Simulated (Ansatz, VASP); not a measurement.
## One calculation of La2O3, two programs

```xyz
5
Lattice="3.9308 0.0000 0.0000 -1.9654 3.4042 0.0000 0.0000 0.0000 6.1120" Properties=species:S:1:pos:R:3 pbc="T T T"
La    1.9654    1.1347    4.6070
La    0.0000    2.2694    1.5050
O     1.9189    1.0706    2.2254
O     0.0000    2.2694    3.9477
O     0.0000    0.0000    0.0000
```

Alike in both runs: task single point; functional PBE; k mesh 9 × 9 × 4; occupations gaussian, width 0.05 eV; no spin polarisation.

|  | VASP | Ansatz |
| --- | --- | --- |
| version | VASP 6.6.1 | Ansatz 0.2.0 |
| potentials or method | VASP PAW PBE potentials, release 64 (La, O), cutoff 520 eV | scalar-relativistic, plane waves, PAW |
| valence electrons in the cell | 40 | 40 |

|  | VASP | Ansatz | Ansatz less VASP |
| --- | --- | --- | --- |
| gap on the k mesh at the Fermi level (eV) | 3.78 | 3.76 | -0.016 |
| pressure (GPa) | 1.7 | 1.9 | +0.30 |
| traceless stress, the component that is largest in VASP (GPa) | -0.95 | -0.94 | +0.013 |
| rms of the force components (eV/Å) | 0.222 | 0.221 | -0.0010 |

Atom by atom the forces differ by 0.005 eV/Å (rms over components).

Neither program's run includes spin-orbit coupling.
